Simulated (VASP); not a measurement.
Wanted: the native input for a VASP 6.6.1 run.

* Task: relaxation of cell and atoms
* Functional: PBE
* Potentials or basis: VASP PAW PBE potentials, release 64 (Pt, S)
* Cutoff: 600 eV
* k mesh: 9 × 9 × 5
* Occupations: fermi-dirac, width 0.05 eV
* Spin: no spin polarisation
* Target pressure: 5 GPa
* Dipole correction: no
* Further INCAR settings: ALGO = Normal; EDIFF = 1e-06; IBRION = 2; EDIFFG = -0.01; NSW = 60; ISIF = 3

The structure of PtS2 lies in POSCAR:

```
PtS2
1.0
    3.5432000000      0.0000000000      0.0000000000
   -1.7716000000      3.0685012107      0.0000000000
    0.0000000000      0.0000000000      5.0388000000
Pt S
1 2
Direct
    0.0000000000      0.0000000000      0.0000000000
    0.6666666667      0.3333333333      0.7730000000
    0.3333333333      0.6666666667      0.2270000000
```

One way to write it, as run:

INCAR

```
SYSTEM = PtS2
ALGO = Normal
EDIFF = 1E-6
EDIFFG = -0.01
ENCUT = 600
GGA = PE
IBRION = 2
ISIF = 3
ISMEAR = -1
LASPH = .True.
LCHARG = .False.
LREAL = .False.
LWAVE = .False.
NELM = 80
NSW = 60
PREC = Accurate
PSTRESS = 50.0
SIGMA = 0.05
```

KPOINTS

```
k-points
0
Gamma
  9 9 5
  0 0 0
```

Potentials or basis: VASP PAW PBE potentials, release 64 (Pt, S).

Run with:

```console
$ cat potpaw_PBE.64/Pt/POTCAR potpaw_PBE.64/S/POTCAR > POTCAR
$ mpirun -np 1 vasp_std > vasp.out
```

It gave:

```
Relaxed volume                                         : 17.10 Å³/atom
Relaxed cell                                           : a = 3.576 Å, b = 3.576 Å, c = 4.634 Å, α = 90.00°, β = 90.00°, γ = 120.00°
Space group after relaxing (to 0.05 Å)                 : P-3m1 (No. 164)
Energy change on relaxing (the enthalpy is what falls) : -10.0 meV/atom
Ionic steps                                            : 15
Pressure after relaxing                                : 5.0 GPa
```

Caveat: the cell is relaxed towards a set pressure, so the enthalpy falls and the energy may rise.

It took 4 min on 1 thread of Intel(R) Xeon(R) Platinum 8488C (Sapphire Rapids), with other jobs on the host, peak memory 0.23 GiB.
